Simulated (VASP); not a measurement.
Crystal: BAs.

```
CELL_PARAMETERS angstrom
0.00000 2.38850 2.38850
2.38850 0.00000 2.38850
2.38850 2.38850 0.00000
ATOMIC_POSITIONS crystal
As 0.75000 0.75000 0.75000
B 0.00000 0.00000 0.00000
```

| Quantity | Value |
| --- | --- |
| Program | VASP 6.6.1 |
| Task | relaxation of cell and atoms |
| Functional | PBE |
| Potentials or basis | VASP PAW PBE potentials, release 64 (As, B) |
| Cutoff | 600 eV |
| k mesh | 7 × 7 × 7 |
| Occupations | fermi-dirac, width 0.05 eV |
| Spin | non-collinear spin, zero start, spin-orbit coupling |
| Starting moments | [[0.0, 0.0, 0.0], [0.0, 0.0, 0.0]] μB |

At the start: pressure 3.4 GPa; volume 13.63 Å³/atom.

Where does the relaxation end?

Over 3 steps the energy falls by 3.6 meV/atom and the volume is 13.97 Å³/atom (+2.5 %); space group F-43m (No. 216, to 0.05 Å); moment 0.00 μB per cell.

The path:
```csv
step,energy change (eV),largest force (eV/Å),pressure (GPa),volume (Å³)
1,0.0000,0.0000,3.43,27.25
2,-0.0037,0.0000,-2.20,28.42
3,-0.0071,0.0000,0.01,27.93
```

Final structure:
```cif
data_structure
_symmetry_space_group_name_H-M 'P 1'
_symmetry_Int_Tables_number 1
_cell_length_a 3.4057
_cell_length_b 3.4057
_cell_length_c 3.4057
_cell_angle_alpha 60.000
_cell_angle_beta 60.000
_cell_angle_gamma 60.000
_cell_volume 27.93
loop_
_atom_site_label
_atom_site_type_symbol
_atom_site_fract_x
_atom_site_fract_y
_atom_site_fract_z
_atom_site_occupancy
As1 As 0.75000 0.75000 0.75000 1
B1 B 0.00000 0.00000 0.00000 1
```
